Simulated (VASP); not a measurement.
Wanted: the native input for a VASP 6.6.1 run.

| Quantity | Value |
| --- | --- |
| Task | single point |
| Functional | r2SCAN |
| Potentials or basis | VASP PAW PBE potentials, release 64 (H, Zr_sv, V_sv) |
| Cutoff | 520 eV |
| k mesh | 4 × 4 × 4 |
| Occupations | gaussian, width 0.228 eV |
| Spin | no spin polarisation |
| Dipole correction | no |
| Further INCAR settings | ALGO = Normal; EDIFF = 1e-06; NBANDS = 26 |

The system is ZrVH6.

```
H Zr V
1.0
     0.00000    3.70101    3.70101
     3.70101    0.00000    3.70101
     3.70101    3.70101    0.00000
H Zr V
6 1 1
Direct
  0.24575 0.75425 0.24575
  0.24575 0.75425 0.75425
  0.75425 0.24575 0.75425
  0.75425 0.24575 0.24575
  0.24575 0.24575 0.75425
  0.75425 0.75425 0.24575
  0.00000 0.00000 0.00000
  0.50000 0.50000 0.50000
```

These files were run (other wordings do the same):

POSCAR

```
ZrVH6
1.0
    0.0000000000      3.7010070000      3.7010070000
    3.7010070000      0.0000000000      3.7010070000
    3.7010070000      3.7010070000      0.0000000000
H Zr V
6 1 1
Direct
    0.2457500000      0.7542500000      0.2457500000
    0.2457500000      0.7542500000      0.7542500000
    0.7542500000      0.2457500000      0.7542500000
    0.7542500000      0.2457500000      0.2457500000
    0.2457500000      0.2457500000      0.7542500000
    0.7542500000      0.7542500000      0.2457500000
    0.0000000000      0.0000000000      0.0000000000
    0.5000000000      0.5000000000      0.5000000000
```

INCAR.step1

```
SYSTEM = ZrVH6
PREC = Accurate ; ENCUT = 520
ISMEAR = 0 ; SIGMA = 0.228
LREAL = .FALSE. ; LASPH = .TRUE.
NELM = 60 ; NBANDS = 26
GGA = PE ; ALGO = Normal
EDIFF = 1E-4 ; LWAVE = .TRUE.
LCHARG = .FALSE.
```

INCAR.step2

```
SYSTEM = ZrVH6
PREC = Accurate ; ENCUT = 520
EDIFF = 1E-6 ; ISMEAR = 0
SIGMA = 0.228 ; LREAL = .FALSE.
LASPH = .TRUE. ; NELM = 60
ALGO = Normal ; ISIF = 2
LWAVE = .FALSE. ; LCHARG = .FALSE.
METAGGA = R2SCAN ; LMIXTAU = .TRUE.
NBANDS = 26 ; ISTART = 1
```

KPOINTS

```
Automatic mesh
0
G
  4 4 4
  0 0 0
```

Potentials or basis: VASP PAW PBE potentials, release 64 (H, Zr_sv, V_sv).

Run with:

```bash
$ cat potpaw_PBE.64/H/POTCAR potpaw_PBE.64/Zr_sv/POTCAR potpaw_PBE.64/V_sv/POTCAR > POTCAR
$ cp INCAR.step1 INCAR
$ mpirun -np 1 vasp_std > vasp.out
$ cp INCAR.step2 INCAR
$ mpirun -np 1 vasp_std > vasp.out
```

It gave:

The pressure is -0.2 GPa. The largest force is 2.277 eV/Å.

Caveat: the k points lie up to 0.37 Å⁻¹ apart; the PAW data sets were made with another functional, which shifts forces and pressure a little.

Wall time 58 s on 1 thread of Intel(R) Xeon(R) 6975P-C (Granite Rapids), with other jobs on the host, peak memory 0.27 GiB.
